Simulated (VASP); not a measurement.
**BeOs: relaxation of cell and atoms with PBE**

The system is BeOs.

```
Be Os
1.0
     0.00000    2.25700    2.25700
     2.25700    0.00000    2.25700
     2.25700    2.25700    0.00000
Be Os
1 1
Cartesian
  0.0000 0.0000 0.0000
  2.2570 2.2570 2.2570
```

```
Program                : VASP 6.6.1
Task                   : relaxation of cell and atoms
Functional             : PBE
Potentials or basis    : VASP PAW PBE potentials, release 64 (Be, Os)
Cutoff                 : 600 eV
k mesh                 : 22 × 22 × 22
Occupations            : gaussian, width 0.1 eV
Spin                   : no spin polarisation
Dipole correction      : no
Further INCAR settings : ALGO = Normal; EDIFF = 1e-06; IBRION = 2; EDIFFG = -0.01; NSW = 100; ISIF = 3
```

The relaxed volume is 11.56 Å³/atom. The relaxed cell is a = 3.198 Å, b = 3.198 Å, c = 3.198 Å, α = 60.00°, β = 60.00°, γ = 60.00°. The space group after relaxing (to 0.05 Å) is Fm-3m (No. 225). The energy gained by relaxing is 0.2 meV/atom, the ionic steps are 3 and the pressure after relaxing is 0.0 GPa. The band gap on the k mesh is zero (band 5 reaches 8.20 eV, above the bottom of band 6 at 5.73 eV).

Step by step:
| step | energy change (eV) | largest force (eV/Å) | pressure (GPa) | volume (Å³) |
| --- | --- | --- | --- | --- |
| 1 | 0.0000 | 0.0000 | 1.20 | 22.99 |
| 2 | 0.0003 | 0.0000 | -1.50 | 23.28 |
| 3 | -0.0005 | 0.0000 | 0.02 | 23.12 |

Final structure:
```
Be Os
1.0
     0.00000    2.26108    2.26108
     2.26108    0.00000    2.26108
     2.26108    2.26108    0.00000
Be Os
1 1
Direct
  0.00000 0.00000 0.00000
  0.50000 0.50000 0.50000
```

Levels at points of the mesh, in eV from the Fermi level:
```tsv
k point	band 2	band 3	band 4	band 5	band 6	band 7	band 8	band 9
(0.00, 0.00, 0.00)	-2.62	-2.62	-2.62	-1.51	-1.51	6.09	6.09	6.09
(0.50, 0.00, 0.00)	-4.02	-4.02	-3.28	0.05	0.05	2.08	10.08	12.01
(0.50, 0.50, 0.00)	-4.76	-2.69	-0.30	0.70	0.70	2.54	2.54	3.86
```

It took 2 min on 1 thread of Intel(R) Xeon(R) Platinum 8124M CPU @ 3.00GHz (Skylake/Cascade Lake) (shared host), peak memory 0.26 GiB.

Caveat: spin-orbit coupling is left out, which moves the levels of the heavy elements.
